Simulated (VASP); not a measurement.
Crystal: LiCl.

```
Li Cl
1.0
     0.00000    2.80137    2.63194
     2.80137    0.00000    2.63194
     2.80137    2.80137    0.00000
Li Cl
1 1
Direct
  0.00000 0.00000 0.00000
  0.25000 0.25000 0.25000
```

This cell differs from its parent crystal: epitaxial xy strain +2.5%.

Base run:

- Program: VASP 6.6.1
- Functional: r2SCAN
- Potentials or basis: VASP PAW PBE potentials, release 64 (Li_sv, Cl)
- Cutoff: 520 eV
- k mesh: 8 × 8 × 8
- Occupations: gaussian, width 0.01 eV
- Spin: no spin polarisation

Its results: band gap on the k mesh 6.65 eV, direct.

Task: The run is repeated on the same cell with these changes: functional from r2SCAN to HSE06; k mesh from 8 × 8 × 8 to 6 × 6 × 6. What comes out?

Result: Band gap on the k mesh 7.27 eV, direct.

Several settings changed at once, so the effect can't be laid on one alone.

A k mesh can miss the band edges.
